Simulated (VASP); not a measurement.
# BP (F-43m) in VASP: single point with r2SCAN+rVV10

Aim: the single point of BP with r2SCAN+rVV10.

Everything below comes from runs of VASP 6.6.1. Logs are shortened: lines on timing, memory, paths and dates and some standing lists are left out, and cuts for length are marked.

### Step 1. The cell of the first run

The structure is cubic, space group F-43m (No. 216). The conventional cell has a = 4.531 Å, b = 4.531 Å, c = 4.531 Å, α = 90.00°, β = 90.00°, γ = 90.00°. Within 2.6 Å of B (site symmetry -43m) lie 4 P at 1.96 Å. Within 2.6 Å of P (site symmetry -43m) lie 4 B at 1.96 Å.

### Step 2. Single point, r2SCAN+rVV10

File POSCAR:

```
BP
1.0
    0.0000000000      2.2653708288      2.2653708288
    2.2653708288      0.0000000000      2.2653708288
    2.2653708288      2.2653708288      0.0000000000
B P
1 1
Direct
    0.0000000000      0.0000000000      0.0000000000
    0.2500000000      0.2500000000      0.2500000000
```

File INCAR.step1:

```
SYSTEM = BP
PREC = Accurate
ENCUT = 550
ISMEAR = 0
SIGMA = 0.02
LREAL = .False.
LASPH = .True.
NELM = 120
NBANDS = 11
GGA = PE
ALGO = Normal
EDIFF = 1E-5
LWAVE = .True.
LCHARG = .False.
GGA_COMPAT = .False.
```

File INCAR.step2:

```
SYSTEM = BP
PREC = Accurate
ENCUT = 550
EDIFF = 1E-6
ISMEAR = 0
SIGMA = 0.02
LREAL = .False.
LASPH = .True.
NELM = 120
ALGO = Normal
ISIF = 2
LWAVE = .False.
LCHARG = .False.
METAGGA = R2SCAN
LMIXTAU = .True.
LUSE_VDW = .True.
IVDW_NL = 2
BPARAM = 11.95
CPARAM = 0.0093
NBANDS = 11
ISTART = 1
GGA_COMPAT = .False.
```

File KPOINTS:

```
regular mesh
0
Gamma
  10 10 10
  0 0 0
```

Potentials or basis: VASP PAW PBE potentials, release 64 (B, P).

On the command line:

```
$ cat potpaw_PBE.64/B/POTCAR potpaw_PBE.64/P/POTCAR > POTCAR
$ cp INCAR.step1 INCAR
$ mpirun -np 1 vasp_std > vasp.out
$ cp INCAR.step2 INCAR
$ mpirun -np 1 vasp_std > vasp.out
```

OUTCAR:

```text
SYSTEM = BP
   PREC = Accurate
   ENCUT = 550
   EDIFF = 1E-6
   ISMEAR = 0
   LREAL = .False.
   LASPH = .True.
   NELM = 120
   ISIF = 2
   METAGGA = R2SCAN
   IVDW_NL = 2
   BPARAM = 11.95
   ISTART = 1

 ion  position               nearest neighbor table
   1  0.000  0.000  0.000-   2 1.96   2 1.96   2 1.96   2 1.96
   2  0.250  0.250  0.250-   1 1.96   1 1.96   1 1.96   1 1.96

  LATTYP: Found a face centered cubic cell.
 ALAT       =     4.5307416576

  Lattice vectors:

 A1 = (   0.0000000000,   2.2653708288,   2.2653708288)
 A2 = (   2.2653708288,   0.0000000000,   2.2653708288)
 A3 = (   2.2653708288,   2.2653708288,   0.0000000000)

Analysis of symmetry for initial positions (statically):
=====================================================================
 Subroutine PRICEL returns:
 Original cell was already a primitive cell.

 Routine SETGRP: Setting up the symmetry group for a
 face centered cubic supercell.

 Subroutine GETGRP returns: Found 24 space group operations
 (whereof 24 operations were pure point group operations)
 out of a pool of 48 trial point group operations.

The static configuration has the point symmetry T_d .

Analysis of symmetry for dynamics (positions and initial velocities):
=====================================================================
 Subroutine PRICEL returns:
 Original cell was already a primitive cell.

 Routine SETGRP: Setting up the symmetry group for a
 face centered cubic supercell.

 Subroutine GETGRP returns: Found 24 space group operations
 (whereof 24 operations were pure point group operations)
 out of a pool of 48 trial point group operations.

The dynamic configuration has the point symmetry T_d .

 Subroutine INISYM returns: Found 24 space group operations
 (whereof 24 operations are pure point group operations),
 and found     1 'primitive' translations

----------------------------------------------------------------------------------------

                                     Primitive cell

  volume of cell :      23.2513

  direct lattice vectors                    reciprocal lattice vectors
     0.000000000  2.265370829  2.265370829    -0.220714416  0.220714416  0.220714416
     2.265370829  0.000000000  2.265370829     0.220714416 -0.220714416  0.220714416
     2.265370829  2.265370829  0.000000000     0.220714416  0.220714416 -0.220714416

  length of vectors
[... 91 lines left out ...]
   TEBEG  =    0.0;   TEEND  =   0.0 temperature during run
   PSTRESS=    0.0 pullay stress
   NELECT =       8.0000    total number of electrons
   NUPDOWN=      -1.0000    fix difference up-down
   EMIN   =  10.00;   EMAX   =-10.00  energy-range for DOS
   EFERMI =   0.00;   METHOD = LEGACY
   ISMEAR =     0;   SIGMA  =   0.02  broadening in eV -4-tet -1-fermi 0-gaus
   EFERMI_NEDOS =   21; number of points for ismear=-14 and -15
   IALGO  =     38    algorithm
   IMIX   =      4    mixing-type and parameters
     AMIX     =   0.40;   BMIX     =  1.00
     AMIX_MAG =   1.60;   BMIX_MAG =  1.00
  volume/ion in A,a.u.               =      11.63        78.45
  Fermi-wavevector in a.u.,A,eV,Ry     =   1.147155  2.167809 17.904793  1.315965
  Thomas-Fermi vector in A             =   2.283836
   LORBIT       =      0    0 simple, 1 ext, 2 COOP (PROOUT), +10 PAW based schemes
   METAGGA = R2SCAN    functional components
   LHFCALC =     F    Hartree Fock is set to
   AEXX    =    0.0000 exact exchange contribution
   IVDW_NL    =     2    kernel type
   BPARAM     =11.9500
   IVDW    =     0    specifies the selected vdW correction
   LEPSILON=     F    determine dielectric tensor
   LRPA    =     F    only Hartree local field effects (RPA)
 non-spin polarized calculation
 Gauss-broadening in eV      SIGMA  =   0.02
  energy-cutoff  :      550.00
  volume of cell :       23.25
 maximum number of plane-waves:       701
 NGX is ok and might be reduce to    28
   NGX = 13   NGY = 13   NGZ = 13

 number of electron       8.0000000 magnetization

 Free energy of the ion-electron system (eV)
  ---------------------------------------------------
  ext. energy  EPLUGINS =         0.00000000
  ---------------------------------------------------
  free energy    TOTEN  =       -17.22720124 eV

  energy without entropy =      -17.22720124  energy(sigma->0) =      -17.22720124

 E-fermi :   7.5574     XC(G=0): -11.5541

 val. band max:        7.4491632700   @ k =   0.0000   0.0000   0.0000
 cond. band min:       8.8598019262   @ k =   0.4000   0.4000   0.0000
 fundamental gap:      1.4106386562
 Fermi energy:         7.5574276175

 k-point     1 :       0.0000    0.0000    0.0000
  band No.  band energies     occupation
      1      -8.8663      2.00000
      2       7.4492      2.00000
      3       7.4492      2.00000
      4       7.4492      2.00000
      5      11.0907      0.00000
      6      11.0907      0.00000
      7      11.0907      0.00000
      8      15.5284      0.00000
      9      19.8120      0.00000
     10      20.1038      0.00000
     11      20.1038      0.00000
[... 309 lines left out ...]
 k-point    24 :       0.4000    0.3000    0.0000
  band No.  band energies     occupation
      1      -5.7533      2.00000
      2       0.9135      2.00000
      3       3.1649      2.00000
      4       3.7160      2.00000
      5       9.4605      0.00000
      6      11.3633      0.00000
      7      17.6272      0.00000
      8      17.6393      0.00000
      9      22.5337      0.00000
     10      23.5029      0.00000
     11      25.6358      0.00000

 [... further k-points ...]

------------------------ aborting loop because EDIFF is reached ----------------------------------------

  FORCE on cell =-STRESS in cart. coord.  units (eV):
  Direction    XX          YY          ZZ          XY          YZ          ZX
  --------------------------------------------------------------------------------------
  -------------------------------------------------------------------------------------
  Total       -0.0651142     -0.0651142     -0.0651142     -0.0000000      0.0000000      0.0000000
  in kB       -4.4868147     -4.4868147     -4.4868147     -0.0000000      0.0000000      0.0000000
  external PRESSURE =      -4.4868147 kB  Pullay stress =       0.0000000 kB

 VOLUME and BASIS-vectors are now :
 -----------------------------------------------------------------------------
  energy-cutoff  :      550.00
  volume of cell :       23.25
      direct lattice vectors                 reciprocal lattice vectors
     0.000000000  2.265370829  2.265370829    -0.220714416  0.220714416  0.220714416
     2.265370829  0.000000000  2.265370829     0.220714416 -0.220714416  0.220714416
     2.265370829  2.265370829  0.000000000     0.220714416  0.220714416 -0.220714416

 POSITION                                       TOTAL-FORCE (eV/Angst)
 -----------------------------------------------------------------------------------
      0.00000      0.00000      0.00000        -0.000000     -0.000000     -0.000000
      1.13269      1.13269      1.13269         0.000000      0.000000      0.000000
 -----------------------------------------------------------------------------------
    total drift:                               -0.000000     -0.000000     -0.000000

  FREE ENERGIE OF THE ION-ELECTRON SYSTEM (eV)
  ---------------------------------------------------
  free  energy   TOTEN  =       -17.2272012362 eV

  energy  without entropy=      -17.2272012362  energy(sigma->0) =      -17.22720124
```

OUTCAR.step1:

```text
SYSTEM = BP
   PREC = Accurate
   ENCUT = 550
   ISMEAR = 0
   LREAL = .False.
   LASPH = .True.
[... 558 lines left out ...]
      0.00000      0.00000      0.00000         0.000000     -0.000000      0.000000
      1.13269      1.13269      1.13269        -0.000000      0.000000     -0.000000
 -----------------------------------------------------------------------------------
    total drift:                               -0.000000     -0.000000     -0.000000

  FREE ENERGIE OF THE ION-ELECTRON SYSTEM (eV)
  ---------------------------------------------------
  free  energy   TOTEN  =       -12.9301283031 eV

  energy  without entropy=      -12.9301283031  energy(sigma->0) =      -12.93012830
```

OSZICAR.step1:

```text
N       E                     dE             d eps       ncg     rms          rms(c)
DAV:   1     0.109304875075E+02    0.10930E+02   -0.42266E+03  1034   0.689E+02
DAV:   2    -0.129604605329E+02   -0.23891E+02   -0.22757E+02  1380   0.113E+02
DAV:   3    -0.136453471197E+02   -0.68489E+00   -0.68318E+00  1307   0.169E+01
DAV:   4    -0.136479777688E+02   -0.26306E-02   -0.26304E-02  1154   0.123E+00
DAV:   5    -0.136479918903E+02   -0.14122E-04   -0.14122E-04  1306   0.906E-02    0.725E+00
DAV:   6    -0.130297774402E+02    0.61821E+00   -0.14037E+00  1169   0.514E+00    0.391E+00
DAV:   7    -0.129374659763E+02    0.92311E-01   -0.23805E-01  1280   0.243E+00    0.134E+00
DAV:   8    -0.129295979951E+02    0.78680E-02   -0.26849E-02  1230   0.940E-01    0.194E-01
DAV:   9    -0.129299208599E+02   -0.32286E-03   -0.71556E-04  1198   0.181E-01    0.124E-01
DAV:  10    -0.129301167168E+02   -0.19586E-03   -0.24669E-04  1163   0.988E-02    0.283E-02
DAV:  11    -0.129301273112E+02   -0.10594E-04   -0.11438E-05  1269   0.224E-02    0.336E-02
DAV:  12    -0.129301283031E+02   -0.99184E-06   -0.44853E-06   598   0.106E-02
   1 F= -.12930128E+02 E0= -.12930128E+02  d E =-.262904E-26
```

It took 2.6 min on 1 thread of Intel Xeon 8259CL, shared host; peak memory 0.26 GiB.

Results:

* Free energy: -17.2272 eV
* Pressure: -0.4 GPa
* Band gap on the k mesh: 1.41 eV (least direct gap 3.64 eV)

Levels at points of the mesh, in eV from the valence-band top:
```csv
k point,band 1,band 2,band 3,band 4,band 5,band 6,band 7,band 8,band 9
"(0.00, 0.00, 0.00)",-16.32,0.00,0.00,0.00,3.64,3.64,3.64,8.08,12.36
"(0.50, 0.00, 0.00)",-12.80,-9.55,-1.87,-1.87,4.15,5.02,5.02,10.88,15.51
"(0.50, 0.50, 0.00)",-11.12,-9.16,-4.37,-4.37,1.50,1.87,13.11,13.11,16.44
```

Caveat: the PAW data sets were made with another functional, which shifts forces and pressure a little.
